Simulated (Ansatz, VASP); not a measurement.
**Ir: VASP beside Ansatz**

```xyz
1
Lattice="0.0000 1.9058 1.9058 1.9058 0.0000 1.9058 1.9058 1.9058 0.0000" Properties=species:S:1:pos:R:3 pbc="T T T"
Ir    0.0000    0.0000    0.0000
```

Change from the starting cell: volume scaled by 1, PAW files.

Alike in both runs: task single point; functional LDA; k mesh 17 × 17 × 17; occupations fermi-dirac, width 0.1 eV; no spin polarisation.

|  | VASP | Ansatz |
| --- | --- | --- |
| version | VASP 6.6.1 | Ansatz 0.2.0 |
| potentials or method | VASP PAW LDA potentials, release 64 (Ir) | PAW with Ansatz's default frozen-core files, scalar-relativistic |
| plane-wave cutoff (eV) | 520 | 420 |
| valence electrons in the cell | 9 | 17 |

```csv
,VASP,Ansatz,Ansatz less VASP
pressure (GPa),2.6,0.0,-2.61
```

LDA's correlation is that of Perdew and Zunger in VASP and of Perdew and Wang (1992) in Ansatz. VASP's potentials hold 9 valence electrons a cell and Ansatz's 17, so a difference there can come from the potentials and not from the codes.

Neither program's run includes spin-orbit coupling.
